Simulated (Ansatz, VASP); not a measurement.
Ga: VASP beside Ansatz

```
Ga
1.0
     2.75977    0.00000    0.00000
     0.00000    3.25958    0.00000
    -1.33441    0.00000    3.96349
Ga
2
Cartesian
  -0.6563 2.4447 3.0526
  2.0816 0.8149 0.9109
```

Change from the starting cell: volume scaled by 0.98.

Alike in both runs: task single point; functional LDA; k mesh 10 × 8 × 7; occupations fermi-dirac, width 0.05 eV; no spin polarisation.

|  | VASP | Ansatz |
| --- | --- | --- |
| version | VASP 6.6.1 | Ansatz 0.2.0 |
| potentials or method | VASP PAW LDA potentials, release 64 (Ga_d), cutoff 520 eV | all-electron LAPW, scalar-relativistic |

Ansatz gave:

```
gap on the k mesh at the Fermi level (eV)                     : none
pressure (GPa)                                                : -1.6
traceless stress, the component that is largest in VASP (GPa) : -0.82
rms of the force components (eV/Å)                            : 0.042
```

Q: Which values does VASP return?

A: gap on the k mesh at the Fermi level (eV): none; pressure (GPa): -1.6; traceless stress, the component that is largest in VASP (GPa): -0.81; rms of the force components (eV/Å): 0.042.

LDA's correlation is that of Perdew and Zunger in VASP and of Perdew and Wang (1992) in Ansatz. Atom by atom the forces differ by 0.001 eV/Å (rms over components). A gap of «none» marks a metal or a gap that the smearing closes. Ansatz ran all-electron here, and VASP with PAW potentials.
